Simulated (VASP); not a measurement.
Set up this calculation in VASP 6.6.1, as the native input.

```yaml
Task: single point
Functional: PBEsol
Potentials_or_basis: VASP PAW PBE potentials, release 64 (Se)
Cutoff: 520 eV
k_mesh: 6 × 6 × 6
Occupations: methfessel-paxton, width 0.008 eV
Spin: no spin polarisation
Dipole_correction: no
Further_INCAR_settings: ALGO = Normal; EDIFF = 1e-06; NBANDS = 13
```

The structure of Se lies in POSCAR:

```
Se
1.0
    0.0000000000      3.1255665700      3.1255665700
    3.1255665700      0.0000000000      3.1255665700
    3.1255665700      3.1255665700      0.0000000000
Se
2
Direct
    0.5000000000      0.5000000000      0.5000000000
    0.7500000000      0.7500000000      0.7500000000
```

These files were run (other wordings do the same):

INCAR

```
  PREC = Accurate
  ENCUT = 520
  EDIFF = 1E-6
  ISMEAR = 1
  SIGMA = 0.008
  LREAL = F
  LASPH = T
  NELM = 80
  ALGO = Normal
  ISIF = 2
  LWAVE = F
  LCHARG = F
  GGA = PS
  NBANDS = 13
```

KPOINTS

```
Automatic mesh
0
Gamma
  6 6 6
```

Potentials or basis: VASP PAW PBE potentials, release 64 (Se).

Run with:

```bash
$ cat potpaw_PBE.64/Se/POTCAR > POTCAR
$ mpirun -np 1 vasp_std > vasp.out
```

It gave:

```
Pressure               : -0.6 GPa
Band gap on the k mesh : zero (band 6 reaches 2.52 eV, above the bottom of band 7 at 1.42 eV)
```

Caveat: the PAW data sets were made with another functional, which shifts forces and pressure a little.

Wall time 12 s on 1 thread of AMD EPYC 9R14 (Zen 4), on a shared host, peak memory 0.16 GiB.
